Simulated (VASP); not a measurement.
Set up this calculation in VASP 6.6.1, as the native input.

* Task: single point
* Functional: PBE
* Potentials or basis: VASP PAW PBE potentials, release 64 (Pd, Ir)
* Cutoff: 520 eV
* k mesh: 8 × 8 × 8
* Occupations: gaussian, width 0.1 eV
* Spin: no spin polarisation
* Dipole correction: no
* Further INCAR settings: ALGO = Normal; EDIFF = 1e-07; NBANDS = 22

The structure of IrPd2 lies in POSCAR:

```
IrPd2
1.0
   -1.6030713321      1.6030713321      3.9325343615
    1.6030713321     -1.6030713321      3.9325343615
    1.6030713321      1.6030713321     -3.9325343615
Pd Ir
2 1
Direct
    0.6650000000      0.6650000000      0.0000000000
    0.3350000000      0.3350000000      0.0000000000
    0.0000000000      0.0000000000      0.0000000000
```

The input as run:

INCAR

```
SYSTEM = IrPd2
PREC     = Accurate       ! precision mode
ENCUT    = 520            ! plane-wave cutoff, eV
EDIFF    = 1E-7           ! SCF threshold, eV
ISMEAR   = 0              ! smearing method
SIGMA    = 0.1            ! smearing width, eV
LREAL    = .FALSE.        ! projectors in reciprocal space
LASPH    = .TRUE.         ! aspherical terms in the spheres
NELM     = 80             ! most SCF steps
ALGO     = Normal         ! electronic algorithm
ISIF     = 2              ! what is computed and relaxed
LWAVE    = .FALSE.        ! write WAVECAR
LCHARG   = .FALSE.        ! write CHGCAR
GGA      = PE             ! functional
NBANDS   = 22             ! bands
```

KPOINTS

```
regular mesh
0
G
  8 8 8
  0 0 0
```

Potentials or basis: VASP PAW PBE potentials, release 64 (Pd, Ir).

Launch:

```bash
$ cat potpaw_PBE.64/Pd/POTCAR potpaw_PBE.64/Ir/POTCAR > POTCAR
$ mpirun -np 1 vasp_std > vasp.out
```

It gave:

The pressure is 34.7 GPa and the largest force is 0.046 eV/Å. The band gap on the k mesh is zero (an odd number of electrons rules out a gap without spin polarisation).

Caveat: the stress differs along the axes, from 32 to 40 GPa; spin-orbit coupling is left out, which moves the levels of the heavy elements.

It took 2.3 min on 1 thread of Intel Xeon 8259CL, with other jobs on the host, peak memory 0.24 GiB.
